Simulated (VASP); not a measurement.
A run of VASP 6.6.1:

File INCAR:

```
SYSTEM = Ti
ALGO = Normal
EDIFF = 1E-6
ENCUT = 500
GGA = PE
GGA_COMPAT = .FALSE.
ISIF = 2
ISMEAR = -1
LASPH = .TRUE.
LCHARG = .FALSE.
LREAL = .FALSE.
LWAVE = .FALSE.
NBANDS = 32
NELM = 120
PREC = Accurate
SIGMA = 0.1
```

The input KPOINTS:

```
k-points
0
G
  2 2 2
  0 0 0
```

File POSCAR:

```
Ti
1.0
    4.1131311100      0.0000000000      0.0000000000
    0.0000000000      4.1131311100      0.0000000000
    0.0000000000      0.0000000000      4.1131311100
Ti
4
Direct
    0.5000000000      0.5000000000      0.0000000000
    0.0000000000      0.0000000000      0.0000000000
    0.5000000000      0.0000000000      0.5000000000
    0.0000000000      0.5000000000      0.5000000000
```

Potentials or basis: VASP PAW PBE potentials, release 64 (Ti_sv).

Launch:

```console
$ cat potpaw_PBE.64/Ti_sv/POTCAR > POTCAR
$ mpirun -np 1 vasp_std > vasp.out
```

Hardware: 1 thread of AMD EPYC 7R13, on a shared host.

How long does it take, and how much memory?

Wall time 26 s on 1 thread of AMD EPYC 7R13, on a shared host, peak memory 0.13 GiB. Counts: scf iterations 14, k points 4.
